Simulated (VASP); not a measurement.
# LiF (Griceite) (Fm-3m) in VASP: notebook

LiF (Griceite) is run at these levels: r2SCAN, LDA; tasks: single point.

Everything below comes from runs of VASP 6.6.1. Logs are shortened: lines on timing, memory, paths and dates and some standing lists are left out, and cuts for length are marked.

### Step 1. The cell of the first run

The structure is cubic, space group Fm-3m (No. 225). Conventional cell: a = 4.107 Å, b = 4.107 Å, c = 4.107 Å, α = 90.00°, β = 90.00°, γ = 90.00°. Within 2.7 Å of F (site symmetry m-3m) lie 6 Li at 2.05 Å. Li (site symmetry m-3m) has 6 F at 2.05 Å within 2.7 Å.

### Step 2. Single point, r2SCAN

The input, POSCAR:

```
LiF
1.0
    0.0000000000      2.0535002244      2.0535002244
    2.0535002244      0.0000000000      2.0535002244
    2.0535002244      2.0535002244      0.0000000000
F Li
1 1
Direct
    0.5000000000      0.5000000000      0.5000000000
    0.0000000000      0.0000000000      0.0000000000
```

The input, INCAR.step1:

```
ALGO = Normal ; EDIFF = 1E-4
ENCUT = 520 ; GGA = PE
ISMEAR = -1 ; LASPH = True
LCHARG = False ; LREAL = False
LWAVE = True ; NBANDS = 12
NELM = 80 ; PREC = Accurate
SIGMA = 0.05
```

The input, INCAR.step2:

```
ALGO = Normal ; EDIFF = 1E-6
ENCUT = 520 ; ISIF = 2
ISMEAR = -1 ; ISTART = 1
LASPH = True ; LCHARG = True
LELF = True ; LMIXTAU = True
LREAL = False ; LVHAR = True
LWAVE = False ; METAGGA = R2SCAN
NBANDS = 12 ; NELM = 80
PREC = Accurate ; SIGMA = 0.05
```

The input, KPOINTS:

```
k-points
0
Gamma
  11 11 11
```

Potentials or basis: VASP PAW PBE potentials, release 64 (F, Li_sv).

Command:

```sh
$ cat potpaw_PBE.64/F/POTCAR potpaw_PBE.64/Li_sv/POTCAR > POTCAR
$ cp INCAR.step1 INCAR
$ mpirun -np 1 vasp_std > vasp.out
$ cp INCAR.step2 INCAR
$ mpirun -np 1 vasp_std > vasp.out
```

OUTCAR:

```text
EDIFF = 1E-6
   ENCUT = 520
   ISIF = 2
   ISMEAR = -1
   ISTART = 1
   LASPH = True
   LREAL = False
   METAGGA = R2SCAN
   NELM = 80
   PREC = Accurate

 ion  position               nearest neighbor table
   1  0.500  0.500  0.500-   2 2.05   2 2.05   2 2.05   2 2.05   2 2.05   2 2.05
   2  0.000  0.000  0.000-   1 2.05   1 2.05   1 2.05   1 2.05   1 2.05   1 2.05

  LATTYP: Found a face centered cubic cell.
 ALAT       =     4.1070004488

  Lattice vectors:

 A1 = (   0.0000000000,   2.0535002244,   2.0535002244)
 A2 = (   2.0535002244,   0.0000000000,   2.0535002244)
 A3 = (   2.0535002244,   2.0535002244,   0.0000000000)

Analysis of symmetry for initial positions (statically):
=====================================================================
 Subroutine PRICEL returns:
 Original cell was already a primitive cell.

 Routine SETGRP: Setting up the symmetry group for a
 face centered cubic supercell.

 Subroutine GETGRP returns: Found 48 space group operations
 (whereof 48 operations were pure point group operations)
 out of a pool of 48 trial point group operations.

The static configuration has the point symmetry O_h .

Analysis of symmetry for dynamics (positions and initial velocities):
=====================================================================
 Subroutine PRICEL returns:
 Original cell was already a primitive cell.

 Routine SETGRP: Setting up the symmetry group for a
 face centered cubic supercell.

 Subroutine GETGRP returns: Found 48 space group operations
 (whereof 48 operations were pure point group operations)
 out of a pool of 48 trial point group operations.

The dynamic configuration has the point symmetry O_h .

 Subroutine INISYM returns: Found 48 space group operations
 (whereof 48 operations are pure point group operations),
 and found     1 'primitive' translations

----------------------------------------------------------------------------------------

                                     Primitive cell

  volume of cell :      17.3187

  direct lattice vectors                    reciprocal lattice vectors
     0.000000000  2.053500224  2.053500224    -0.243486703  0.243486703  0.243486703
     2.053500224  0.000000000  2.053500224     0.243486703 -0.243486703  0.243486703
     2.053500224  2.053500224  0.000000000     0.243486703  0.243486703 -0.243486703

  length of vectors
     2.904087868  2.904087868  2.904087868     0.421731341  0.421731341  0.421731341

  position of ions in fractional coordinates (direct lattice)
     0.500000000  0.500000000  0.500000000
     0.000000000  0.000000000  0.000000000

  ion indices of the primitive-cell ions
   primitive index   ion index
                 1           1
                 2           2

----------------------------------------------------------------------------------------

 KPOINTS: k-points

Automatic generation of k-mesh.
 Grid dimensions read from file:
 generate k-points for:   11   11   11

 Generating k-lattice:

  Cartesian coordinates                     Fractional coordinates (reciprocal lattice)
    -0.022135155  0.022135155  0.022135155     0.090909091  0.000000000  0.000000000
     0.022135155 -0.022135155  0.022135155     0.000000000  0.090909091  0.000000000
     0.022135155  0.022135155 -0.022135155     0.000000000  0.000000000  0.090909091

  Length of vectors
     0.038339213  0.038339213  0.038339213

  Shift w.r.t. Gamma in fractional coordinates (k-lattice)
     0.000000000  0.000000000  0.000000000

 Subroutine IBZKPT returns following result:
 ===========================================

 Found     56 irreducible k-points:

 Following reciprocal coordinates:
            Coordinates               Weight
  0.000000  0.000000  0.000000      1.000000
  0.090909  0.000000  0.000000      8.000000
  0.181818  0.000000  0.000000      8.000000
  0.272727  0.000000  0.000000      8.000000
  0.363636  0.000000  0.000000      8.000000
  0.454545  0.000000  0.000000      8.000000
[... 16 lines left out ...]
 -0.272727  0.181818  0.000000     24.000000
 -0.181818  0.181818  0.000000     12.000000
 [... further k-points ...]
   k-points           NKPTS =     56   k-points in BZ     NKDIM =     56   number of bands    NBANDS=     12
   number of dos      NEDOS =    301   number of ions     NIONS =      2
   total plane-waves  NPLWV =  13824
   dimension x,y,z NGX =    24 NGY =   24 NGZ =   24
   dimension x,y,z NGXF=    48 NGYF=   48 NGZF=   48
   ions per type =               1   1
   NGX,Y,Z   is equivalent  to a cutoff of  13.74, 13.74, 13.74 a.u.
   NGXF,Y,Z  is equivalent  to a cutoff of  27.48, 27.48, 27.48 a.u.
 SYSTEM =  unknown system
   PREC   = accura    normal or accurate (medium, high low for compatibility)
   ISTART =      1    job   : 0-new  1-cont  2-samecut
   ICHARG =      0    charge: 1-file 2-atom 10-const
   ISPIN  =      1    spin polarized calculation?
   LNONCOLLINEAR =      F non collinear calculations
   LSORBIT =      F    spin-orbit coupling
   LASPH  =      T    aspherical Exc in radial PAW
   ENCUT  =  520.0 eV  38.22 Ry    6.18 a.u.   5.40  5.40  5.40*2*pi/ulx,y,z
   NELM   =     80;   NELMIN=  2; NELMDL=  0     # of ELM steps
   EDIFF  = 0.1E-05   stopping-criterion for ELM
   LREAL  =      F    real-space projection
   EDIFFG = 0.1E-04   stopping-criterion for IOM
   NSW    =      0    number of steps for IOM
   IBRION =     -1    ionic relax: 0-MD 1-quasi-New 2-CG
   NFREE  =      0    steps in history (QN), initial steepest desc. (CG)
   ISIF   =      2    stress and relaxation
   ISYM   =      2    0-nonsym 1-usesym 2-fastsym
   POTIM  = 0.5000    time-step for ionic-motion
   TEBEG  =    0.0;   TEEND  =   0.0 temperature during run
   PSTRESS=    0.0 pullay stress
   NELECT =      10.0000    total number of electrons
   NUPDOWN=      -1.0000    fix difference up-down
   EMIN   =  10.00;   EMAX   =-10.00  energy-range for DOS
   EFERMI =   0.00;   METHOD = LEGACY
   ISMEAR =    -1;   SIGMA  =   0.05  broadening in eV -4-tet -1-fermi 0-gaus
   EFERMI_NEDOS =   21; number of points for ismear=-14 and -15
   IALGO  =     38    algorithm
   IMIX   =      4    mixing-type and parameters
     AMIX     =   0.40;   BMIX     =  1.00
     AMIX_MAG =   1.60;   BMIX_MAG =  1.00
  volume/ion in A,a.u.               =       8.66        58.44
  Fermi-wavevector in a.u.,A,eV,Ry     =   1.363233  2.576137 25.285123  1.858404
  Thomas-Fermi vector in A             =   2.489654
   LORBIT       =      0    0 simple, 1 ext, 2 COOP (PROOUT), +10 PAW based schemes
   METAGGA = R2SCAN    functional components
   LHFCALC =     F    Hartree Fock is set to
   AEXX    =    0.0000 exact exchange contribution
   IVDW    =     0    specifies the selected vdW correction
   LEPSILON=     F    determine dielectric tensor
   LRPA    =     F    only Hartree local field effects (RPA)
 non-spin polarized calculation
  energy-cutoff  :      520.00
  volume of cell :       17.32
 maximum number of plane-waves:       487
 NGX is ok and might be reduce to    24
   NGX = 11   NGY = 11   NGZ = 11

 number of electron      10.0000001 magnetization

 Free energy of the ion-electron system (eV)
  ---------------------------------------------------
  ext. energy  EPLUGINS =         0.00000000
  ---------------------------------------------------
  free energy    TOTEN  =       -11.87248750 eV

  energy without entropy =      -11.87248750  energy(sigma->0) =      -11.87248750

 E-fermi :  -0.8733     XC(G=0): -10.2344

 val. band max:       -1.9721722418   @ k =   0.0000   0.0000   0.0000
 cond. band min:       7.7563654743   @ k =   0.0000   0.0000   0.0000
 fundamental gap:      9.7285377160
 Fermi energy:        -0.8732785501

 k-point     1 :       0.0000    0.0000    0.0000
  band No.  band energies     occupation
      1     -44.1744      2.00000
      2     -22.9157      2.00000
      3      -1.9722      2.00000
      4      -1.9722      2.00000
      5      -1.9722      2.00000
      6       7.7564      0.00000
      7      22.9271      0.00000
      8      22.9271      0.00000
      9      22.9271      0.00000
     10      23.2797      0.00000
     11      23.2797      0.00000
     12      23.2807      0.00000

 k-point     2 :       0.0909    0.0000    0.0000
  band No.  band energies     occupation
      1     -44.1711      2.00000
      2     -22.8888      2.00000
      3      -2.1911      2.00000
      4      -1.9907      2.00000
      5      -1.9906      2.00000
      6       7.9934      0.00000
      7      20.3699      0.00000
      8      21.8908      0.00000
      9      21.8914      0.00000
     10      24.0707      0.00000
     11      24.0709      0.00000
     12      24.3485      0.00000

 k-point     3 :       0.1818    0.0000    0.0000
  band No.  band energies     occupation
      1     -44.1617      2.00000
      2     -22.8126      2.00000
      3      -2.7384      2.00000
      4      -2.0393      2.00000
      5      -2.0393      2.00000
      6       8.5650      0.00000
      7      17.9933      0.00000
      8      20.5427      0.00000
      9      20.5433      0.00000
     10      25.1456      0.00000
     11      25.1456      0.00000
     12      25.1632      0.00000
[... 286 lines left out ...]
 k-point    23 :      -0.2727    0.1818    0.0000
  band No.  band energies     occupation
      1     -44.1353      2.00000
      2     -22.5683      2.00000
      3      -3.6994      2.00000
      4      -2.8716      2.00000
      5      -2.1456      2.00000
      6      10.3067      0.00000
      7      14.9789      0.00000
      8      18.5608      0.00000
      9      18.6880      0.00000
     10      26.8503      0.00000
     11      27.3454      0.00000
     12      28.4191      0.00000

 k-point    24 :      -0.1818    0.1818    0.0000
  band No.  band energies     occupation
      1     -44.1455      2.00000
      2     -22.6668      2.00000
      3      -3.3108      2.00000
      4      -2.6269      2.00000
      5      -2.0496      2.00000
      6       9.6589      0.00000
      7      15.8918      0.00000
      8      18.9773      0.00000
      9      19.3865      0.00000
     10      25.3257      0.00000
     11      26.2009      0.00000
     12      28.6451      0.00000

 [... further k-points ...]
[... 5 lines left out ...]
  --------------------------------------------------------------------------------------
  -------------------------------------------------------------------------------------
  Total       -0.7313154     -0.7313154     -0.7313154      0.0000000     -0.0000000      0.0000000
  in kB      -67.6551772    -67.6551772    -67.6551772      0.0000000     -0.0000000      0.0000000
  external PRESSURE =     -67.6551772 kB  Pullay stress =       0.0000000 kB

 VOLUME and BASIS-vectors are now :
 -----------------------------------------------------------------------------
  energy-cutoff  :      520.00
  volume of cell :       17.32
      direct lattice vectors                 reciprocal lattice vectors
     0.000000000  2.053500224  2.053500224    -0.243486703  0.243486703  0.243486703
     2.053500224  0.000000000  2.053500224     0.243486703 -0.243486703  0.243486703
     2.053500224  2.053500224  0.000000000     0.243486703  0.243486703 -0.243486703

 POSITION                                       TOTAL-FORCE (eV/Angst)
 -----------------------------------------------------------------------------------
      2.05350      2.05350      2.05350         0.000000      0.000000     -0.000000
      0.00000      0.00000      0.00000        -0.000000     -0.000000      0.000000
 -----------------------------------------------------------------------------------
    total drift:                               -0.000000     -0.000000      0.000000

  FREE ENERGIE OF THE ION-ELECTRON SYSTEM (eV)
  ---------------------------------------------------
  free  energy   TOTEN  =       -11.8724875045 eV

  energy  without entropy=      -11.8724875045  energy(sigma->0) =      -11.87248750
```

Wall time 44 s (1 thread of Intel Xeon 8259CL, shared host); peak memory 0.14 GiB.

What came out:

| Property | Result |
| --- | --- |
| Free energy | -11.8725 eV |
| Band gap on the k mesh | 9.73 eV, direct |

Caveat: the cutoff is under 1.25 times the usual one of these potentials, so pressure, stress and relaxed cells hold a basis-set (Pulay) error; the PAW data sets were made with another functional, which shifts forces and pressure a little.

### Step 3. Single point, LDA (volume scaled by 0.94)

The input, INCAR:

```
SYSTEM = LiF
PREC     = Accurate       ! precision mode
ENCUT    = 520            ! plane-wave cutoff, eV
EDIFF    = 1E-7           ! SCF threshold, eV
ISMEAR   = -1             ! smearing method
SIGMA    = 0.05           ! smearing width, eV
LREAL    = .FALSE.        ! projectors in reciprocal space
LASPH    = .TRUE.         ! aspherical terms in the spheres
NELM     = 60             ! most SCF steps
ALGO     = Normal         ! electronic algorithm
ISIF     = 2              ! what is computed and relaxed
LWAVE    = .FALSE.        ! write WAVECAR
LCHARG   = .FALSE.        ! write CHGCAR
NBANDS   = 12             ! bands
```

The input, KPOINTS:

```
Automatic mesh
0
G
  11 11 11
  0 0 0
```

The input, POSCAR:

```
LiF
1.0
    0.0000000000      1.9728864230      1.9728864230
    1.9728864230      0.0000000000      1.9728864230
    1.9728864230      1.9728864230      0.0000000000
F Li
1 1
Direct
    0.5000000000      0.5000000000      0.5000000000
    0.0000000000      0.0000000000      0.0000000000
```

Potentials or basis: VASP PAW LDA potentials, release 64 (F, Li_sv).

Command:

```sh
$ cat potpaw_LDA.64/F/POTCAR potpaw_LDA.64/Li_sv/POTCAR > POTCAR
$ mpirun -np 1 vasp_std > vasp.out
```

It took 4.7 s on 1 thread of Intel Xeon Platinum 8488C (Sapphire Rapids), shared host; peak memory 0.12 GiB.

It converged, with:

```
Free energy            : -10.4979 eV
Band gap on the k mesh : 9.41 eV, direct
```

Levels at points of the mesh, in eV from the valence-band top:
| k point | band 1 | band 2 | band 3 | band 4 | band 5 | band 6 | band 7 | band 8 | band 9 | band 10 |
| --- | --- | --- | --- | --- | --- | --- | --- | --- | --- | --- |
| (0.00, 0.00, 0.00) | -39.64 | -19.74 | 0.00 | 0.00 | 0.00 | 9.41 | 24.26 | 24.26 | 24.26 | 24.51 |

Caveat: the cutoff is under 1.25 times the usual one of these potentials, so pressure, stress and relaxed cells hold a basis-set (Pulay) error. A k mesh can miss the band edges.

### Step 4. Single point, LDA (volume scaled by 0.96)

The input, INCAR:

```
SYSTEM = LiF
PREC = Accurate
ENCUT = 520
EDIFF = 1E-7
ISMEAR = -1
SIGMA = 0.05
LREAL = .FALSE.
LASPH = .TRUE.
NELM = 100
ALGO = Normal
ISIF = 2
LWAVE = .FALSE.
LCHARG = .FALSE.
GGA = CA
NBANDS = 12
```

The input, KPOINTS:

```
regular mesh
0
G
  11 11 11
  0 0 0
```

The input, POSCAR:

```
LiF
1.0
    0.0000000000      1.9867804471      1.9867804471
    1.9867804471      0.0000000000      1.9867804471
    1.9867804471      1.9867804471      0.0000000000
F Li
1 1
Direct
    0.5000000000      0.5000000000      0.5000000000
    0.0000000000      0.0000000000      0.0000000000
```

Command:

```sh
$ cat potpaw_LDA.64/F/POTCAR potpaw_LDA.64/Li_sv/POTCAR > POTCAR
$ mpirun -np 1 vasp_std > vasp.out
```

Run time: 4.8 s. Hardware: 1 thread of Intel Xeon Platinum 8488C (Sapphire Rapids), shared host; peak memory 0.12 GiB.

It converged, with:

- Free energy: -10.4922 eV
- Band gap on the k mesh: 9.21 eV, direct

Levels at points of the mesh, in eV from the valence-band top:
```tsv
k point	band 2	band 3	band 4	band 5	band 6	band 7	band 8	band 9
(0.00, 0.00, 0.00)	-19.68	0.00	0.00	0.00	9.21	23.98	23.98	23.98
```

Caveat: the cutoff is under 1.25 times the usual one of these potentials, so pressure, stress and relaxed cells hold a basis-set (Pulay) error.

### Step 5. Summary

| level | potentials or basis | cell | gap on the mesh (eV) |
| --- | --- | --- | --- |
| r2SCAN | VASP PAW PBE potentials, release 64 (F, Li_sv) | a = 2.904 Å, angles 60.0°, 2 atoms | 9.73 |
| LDA | VASP PAW LDA potentials, release 64 (F, Li_sv) | a = 2.790 Å, angles 60.0°, 2 atoms | 9.41 |
| LDA | VASP PAW LDA potentials, release 64 (F, Li_sv) | a = 2.810 Å, angles 60.0°, 2 atoms | 9.21 |

Alike in all rows: task single point; no spin polarisation; k mesh 11 × 11 × 11; cutoff (eV) 520; smearing fermi-dirac 0.05 eV.

Caveats: the cutoff is under 1.25 times the usual one of these potentials, so pressure, stress and relaxed cells hold a basis-set (Pulay) error; the PAW data sets were made with another functional, which shifts forces and pressure a little (some runs).

Total energies depend on the potentials used, so only differences within one code and one set of settings carry meaning.
